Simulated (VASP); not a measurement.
Input of a VASP 6.6.1 run:

INCAR

```
PREC = Accurate
ENCUT = 520
EDIFF = 1E-6
ISMEAR = 0
SIGMA = 0.1
LREAL = F
LASPH = T
NELM = 100
ALGO = Fast
ISIF = 2
LWAVE = F
LCHARG = F
GGA = PE
NBANDS = 32
```

Contents of KPOINTS:

```
regular mesh
0
Gamma
  12 12 12
```

File POSCAR:

```
Nb3As2
1.0
    2.7467150795      1.5858166906      3.5412074020
   -2.7467150795      1.5858166906      3.5412074020
    0.0000000000     -3.1716333811      3.5412074020
Nb As
3 2
Direct
    0.5000000000      0.5000000000      0.0000000000
    0.0000000000      0.5000000000      0.5000000000
    0.5000000000      0.0000000000      0.5000000000
    0.1254897136      0.1254897136      0.1254897136
    0.8745102864      0.8745102864      0.8745102864
```

Potentials or basis: VASP PAW PBE potentials, release 64 (Nb_sv, As).

Run with:

```console
$ cat potpaw_PBE.64/Nb_sv/POTCAR potpaw_PBE.64/As/POTCAR > POTCAR
$ mpirun -np 1 vasp_std > vasp.out
```

(1) Estimate the pressure.

(2) Predict the largest force.

Results:

(1) -0.1 GPa.

(2) 0.012 eV/Å.
